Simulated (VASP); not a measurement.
A run of VASP 6.6.1:

File INCAR:

```
SYSTEM = SnO2
PREC = Accurate ; ENCUT = 520
EDIFF = 1E-6 ; ISMEAR = 0
SIGMA = 0.05 ; LREAL = .FALSE.
LASPH = .TRUE. ; NELM = 60
ALGO = Normal ; ISIF = 2
LWAVE = .FALSE. ; LCHARG = .FALSE.
GGA = PE ; IVDW = 12
NBANDS = 35
```

File KPOINTS:

```
Automatic mesh
0
G
  8 6 6
  0 0 0
```

Contents of POSCAR:

```
SnO2
1.0
    1.6186264610     -2.8035432689      0.0000000000
    1.6186264610      0.9345144230      4.2918257460
   -4.8558793830     -2.8035432689      0.0000000000
Sn O
2 4
Direct
    0.5168043713      0.4385267298     -0.0188144674
   -0.0168043713      0.5614732702      0.5188144674
    0.4920300375      0.7536670303      0.7751600430
    1.0079699625      0.7079330855      0.2120399956
    0.4920300375      0.2920669145      0.2879600044
    1.0079699625      0.2463329697      0.7248399570
```

Potentials or basis: VASP PAW PBE potentials, release 64 (Sn_d, O).

Launch:

```console
$ cat potpaw_PBE.64/Sn_d/POTCAR potpaw_PBE.64/O/POTCAR > POTCAR
$ mpirun -np 1 vasp_std > vasp.out
```

Hardware: 1 thread of Intel(R) Xeon(R) 6975P-C (Granite Rapids), on a shared host.

Q: Estimate the wall time of this run.

A: It took 2.7 min on 1 thread of Intel(R) Xeon(R) 6975P-C (Granite Rapids), with other jobs on the host, peak memory 0.42 GiB. Counts: scf iterations 14, k points 148.
